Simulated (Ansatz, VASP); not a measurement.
SiC: VASP beside Ansatz

Contents of INCAR:

```
ALGO     = Normal         # electronic algorithm
EDIFF    = 1E-6           # SCF threshold, eV
EDIFFG   = -0.01          # ionic threshold
ENCUT    = 520            # plane-wave cutoff, eV
GGA      = PE             # functional
IBRION   = 2              # ionic algorithm
ISIF     = 2              # what is computed and relaxed
ISMEAR   = 0              # smearing method
LASPH    = T              # aspherical terms in the spheres
LCHARG   = F              # write CHGCAR
LREAL    = F              # projectors in reciprocal space
LWAVE    = F              # write WAVECAR
NELM     = 60             # most SCF steps
NSW      = 50             # ionic steps
PREC     = Accurate       # precision mode
SIGMA    = 0.05           # smearing width, eV
```

File KPOINTS:

```
k-points
0
Gamma
  12 12 6
```

Contents of POSCAR:

```
SiC
1.0
    3.2925310274      0.0000000000      0.0000000000
   -1.6462655137      2.8514155124      0.0000000000
    0.0000000000      0.0000000000      5.1906751646
Si C
2 2
Direct
    0.3333333333      0.6666666667      0.0045639005
    0.6666666667      0.3333333333      0.5045639005
    0.3333333333      0.6666666667      0.3804360995
    0.6666666667      0.3333333333      0.8804360995
```

Input for Ansatz:

```yaml
crystal:
  lattice:
    - [3.2925310274, 0.0, 0.0]
    - [-1.6462655137, 2.8514155124, 0.0]
    - [0.0, 0.0, 5.1906751646]
  atoms:
    - { symbol: Si, position: [0.3333333333, 0.6666666667, 0.0045639005] }
    - { symbol: Si, position: [0.6666666667, 0.3333333333, 0.5045639005] }
    - { symbol: C, position: [0.3333333333, 0.6666666667, 0.3804360995] }
    - { symbol: C, position: [0.6666666667, 0.3333333333, 0.8804360995] }
basis:
  ecutwfc: 520.0
kpoints:
  mp_grid: { grid: [12, 12, 6] }
hamiltonian:
  xc: pbe
  pseudopotentials: { kind: paw, azcp: { folder: soft_1 } }
scf:
  occupations: { method: gaussian, width: 0.05 }
output:
  forces: true
  stress: true
  eigenvalues: true
relax:
  adjacent_minimum: "off"
  f_tol: 0.01
  max_steps: 30
```

Alike in both runs: task relaxation of the atoms; functional PBE; k mesh 12 × 12 × 6; occupations gaussian, width 0.05 eV; no spin polarisation.

|  | VASP | Ansatz |
| --- | --- | --- |
| version | VASP 6.6.1 | Ansatz 0.2.0 |
| potentials or method | VASP PAW PBE potentials, release 64 (Si, C), cutoff 520 eV | scalar-relativistic, plane waves, PAW |
| valence electrons in the cell | 16 | 16 |

VASP gave:

| Quantity | Value |
| --- | --- |
| gap on the k mesh at the Fermi level, each at its own relaxed structure (eV) | 2.20 |

**Question.** Which values does Ansatz return?

**Answer.** gap on the k mesh at the Fermi level, each at its own relaxed structure (eV): 2.21.

Ansatz's warnings: stress scf threshold loose.
